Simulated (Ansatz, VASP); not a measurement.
# One calculation of AlFe3B, two programs

```
Fe Al B
1.0
     3.82232    0.00000    0.00000
     0.00000    3.82232    0.00000
     0.00000    0.00000    3.82232
Fe Al B
3 1 1
Direct
  0.00000 0.00000 0.50000
  0.00000 0.50000 0.00000
  0.50000 0.00000 0.00000
  0.50000 0.50000 0.50000
  0.00000 0.00000 0.00000
```

Alike in both runs: task single point; functional PBEsol; k mesh 6 × 6 × 6; occupations fermi-dirac, width 0.05 eV; collinear spin; fixed moment 4.5 μB.

|  | VASP | Ansatz |
| --- | --- | --- |
| version | VASP 6.6.1 | Ansatz 0.2.0 |
| potentials or method | VASP PAW PBE potentials, release 64 (Fe, Al, B) | Ansatz PAW |
| plane-wave cutoff (eV) | 520 | 420 |
| valence electrons in the cell | 30 | 54 |

VASP gave:

```
pressure (GPa)                                                : -5.8
net moment per atom (μB)                                      : 0.90
size of the moment on the site where the two differ most (μB) : 1.60
```

Problem. Which values does Ansatz return?

Solution. Pressure (GPa): -6.3; net moment per atom (μB): 0.90; size of the moment on the site where the two differ most (μB): 1.49.

VASP's potentials were made for PBE, not for PBEsol. Site moments also hang on the region over which each program counts them. The functional is the same, so the differences come from potentials, cutoffs and numerics. VASP's potentials hold 30 valence electrons a cell and Ansatz's 54, so a difference there can come from the potentials and not from the codes.
